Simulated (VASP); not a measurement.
NaCl: single point with PBE

The system is NaCl.

```xyz
2
Lattice="3.5022 0.0000 0.0000 0.0000 3.5022 0.0000 0.0000 0.0000 3.5022" Properties=species:S:1:pos:R:3 pbc="T T T"
Na    0.0000    0.0000   -0.2000
Cl    1.7511    1.7511    1.7511
```

This cell differs from its parent crystal: atom 1 (Na) moved by (+0.000, -0.200) A along [1 1 0] and z.

| Quantity | Value |
| --- | --- |
| Program | VASP 6.6.1 |
| Task | single point |
| Functional | PBE |
| Potentials or basis | VASP PAW PBE potentials, release 64 (Na_pv, Cl) |
| Cutoff | 500 eV |
| k mesh | 6 × 6 × 6 |
| Occupations | gaussian, width 0.05 eV |
| Spin | no spin polarisation |
| Dipole correction | no |
| Further INCAR settings | ALGO = Normal; EDIFF = 1e-06; NBANDS = 14 |

```yaml
Pressure: 0.3 GPa
Largest_force: 0.070 eV/Å
Band_gap_on_the_k_mesh: 3.99 eV (least direct gap 4.48 eV)
```

Forces on the atoms (eV/Å):
```
Na   0.000  0.000  0.070
Cl   0.000  0.000 -0.070
```

Levels at points of the mesh, in eV from the valence-band top:
| k point | band 3 | band 4 | band 5 | band 6 | band 7 | band 8 | band 9 | band 10 | band 11 | band 12 |
| --- | --- | --- | --- | --- | --- | --- | --- | --- | --- | --- |
| (0.00, 0.00, 0.00) | -22.05 | -13.38 | -0.50 | -0.50 | -0.49 | 3.99 | 8.57 | 8.62 | 15.65 | 15.69 |
| (0.50, 0.00, 0.00) | -22.04 | -13.02 | -2.95 | -0.27 | -0.25 | 6.94 | 8.53 | 10.49 | 11.81 | 11.84 |
| (0.00, 0.00, 0.50) | -22.04 | -13.03 | -2.93 | -0.27 | -0.27 | 6.94 | 8.57 | 10.44 | 11.86 | 11.86 |
| (0.50, 0.50, 0.00) | -22.05 | -12.76 | -2.27 | -2.27 | 0.00 | 5.56 | 9.93 | 11.03 | 11.03 | 12.68 |
| (0.00, 0.50, 0.50) | -22.04 | -12.76 | -2.27 | -2.25 | -0.02 | 5.54 | 9.88 | 11.03 | 11.11 | 12.61 |
| (0.50, 0.50, 0.50) | -22.07 | -12.49 | -1.86 | -1.86 | -1.84 | 7.14 | 7.14 | 7.15 | 11.60 | 15.93 |

Run time: 22 s on 1 thread of AMD EPYC 7R43 64-Core Processor (Zen 3) (shared host), peak memory 0.12 GiB.

Caveat: the cell differs from its parent crystal (atom 1 (Na) moved by (+0.000, -0.200) A along [1 1 0] and z). A k mesh can miss the band edges.
